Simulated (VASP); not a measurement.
Write the native input for VASP 6.6.1 that does the following.

```yaml
Task: single point
Functional: r2SCAN
Potentials_or_basis: VASP PAW PBE potentials, release 64 (Bi_d)
Cutoff: 550 eV
k_mesh: 13 × 13 × 13
Occupations: fermi-dirac, width 0.1 eV
Spin: no spin polarisation
Dipole_correction: no
Further_INCAR_settings: ALGO = Normal; EDIFF = 1e-06; NBANDS = 14
```

Bi:

```
CELL_PARAMETERS angstrom
-1.92931 1.92931 1.92931
1.92931 -1.92931 1.92931
1.92931 1.92931 -1.92931
ATOMIC_POSITIONS crystal
Bi 0.00000 0.00000 0.00000
```

This cell differs from its parent crystal: volume scaled by 0.92.

The input as run:

POSCAR

```
Bi
1.0
   -1.9293117957      1.9293117957      1.9293117957
    1.9293117957     -1.9293117957      1.9293117957
    1.9293117957      1.9293117957     -1.9293117957
Bi
1
Direct
    0.0000000000      0.0000000000      0.0000000000
```

INCAR.step1

```
PREC = Accurate
ENCUT = 550
ISMEAR = -1
SIGMA = 0.1
LREAL = False
LASPH = True
NELM = 120
NBANDS = 14
GGA = PE
ALGO = Normal
EDIFF = 1E-5
LWAVE = True
LCHARG = False
GGA_COMPAT = False
```

INCAR.step2

```
PREC = Accurate
ENCUT = 550
EDIFF = 1E-6
ISMEAR = -1
SIGMA = 0.1
LREAL = False
LASPH = True
NELM = 120
ALGO = Normal
ISIF = 2
LWAVE = False
LCHARG = False
METAGGA = R2SCAN
LMIXTAU = True
NBANDS = 14
ISTART = 1
GGA_COMPAT = False
```

KPOINTS

```
regular mesh
0
Gamma
  13 13 13
```

Potentials or basis: VASP PAW PBE potentials, release 64 (Bi_d).

The run is started by

```console
$ cat potpaw_PBE.64/Bi_d/POTCAR > POTCAR
$ cp INCAR.step1 INCAR
$ mpirun -np 1 vasp_std > vasp.out
$ cp INCAR.step2 INCAR
$ mpirun -np 1 vasp_std > vasp.out
```

Results of the run:

```yaml
Pressure: 5.5 GPa
```

Caveat: the PAW data sets were made with another functional, which shifts forces and pressure a little.

Wall time 120 s on 1 thread of Intel(R) Xeon(R) 6975P-C (Granite Rapids), with other jobs on the host, peak memory 0.18 GiB.
